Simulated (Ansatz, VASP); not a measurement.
ZnS in VASP and in Ansatz

File INCAR:

```
SYSTEM = ZnS
PREC = Accurate ; ENCUT = 520
EDIFF = 1E-7 ; ISMEAR = 0
SIGMA = 0.01 ; LREAL = .FALSE.
LASPH = .TRUE. ; NELM = 60
ALGO = Normal ; ISIF = 2
LWAVE = .FALSE. ; LCHARG = .FALSE.
GGA = PS ; NBANDS = 36
```

The input KPOINTS:

```
regular mesh
0
G
  8 8 8
  0 0 0
```

The input POSCAR:

```
ZnS
1.0
    1.9030712000      1.0987386700      9.3519478300
   -1.9030712000      1.0987386700      9.3519478300
    0.0000000000     -2.1974773400      9.3519478300
Zn S
3 3
Direct
    0.9999711400      0.9999711400      0.9999711400
    0.2222694100      0.2222694100      0.2222694100
    0.4446134400      0.4446134400      0.4446134400
    0.0832671700      0.0832671700      0.0832671700
    0.5278423000      0.5278423000      0.5278423000
    0.3053625400      0.3053625400      0.3053625400
```

Input for Ansatz:

```yaml
crystal:
  lattice:
    - [1.9030712, 1.09873867, 9.35194783]
    - [-1.9030712, 1.09873867, 9.35194783]
    - [0.0, -2.19747734, 9.35194783]
  atoms:
    - { symbol: Zn, position: [0.99997114, 0.99997114, 0.99997114] }
    - { symbol: Zn, position: [0.22226941, 0.22226941, 0.22226941] }
    - { symbol: Zn, position: [0.44461344, 0.44461344, 0.44461344] }
    - { symbol: S, position: [0.08326717, 0.08326717, 0.08326717] }
    - { symbol: S, position: [0.5278423, 0.5278423, 0.5278423] }
    - { symbol: S, position: [0.30536254, 0.30536254, 0.30536254] }
basis:
  ecutwfc: 420.0
kpoints:
  mp_grid:
    grid: [8, 8, 8]
hamiltonian:
  xc: pbesol
scf:
  occupations:
    method: fixed
output:
  stress: true
```

Alike in both runs: task single point; functional PBEsol; k mesh 8 × 8 × 8; no spin polarisation.

|  | VASP | Ansatz |
| --- | --- | --- |
| version | VASP 6.6.1 | Ansatz 0.2.0 |
| potentials or method | VASP PAW PBE potentials, release 64 (Zn, S), cutoff 520 eV | plane waves, PAW |
| occupations | gaussian, width 0.01 eV | fixed |
| valence electrons in the cell | 54 | 54 |

```csv
,VASP,Ansatz,Ansatz less VASP
pressure (GPa),-1.1,-1.3,-0.18
```

VASP's potentials were made for PBE, not for PBEsol.
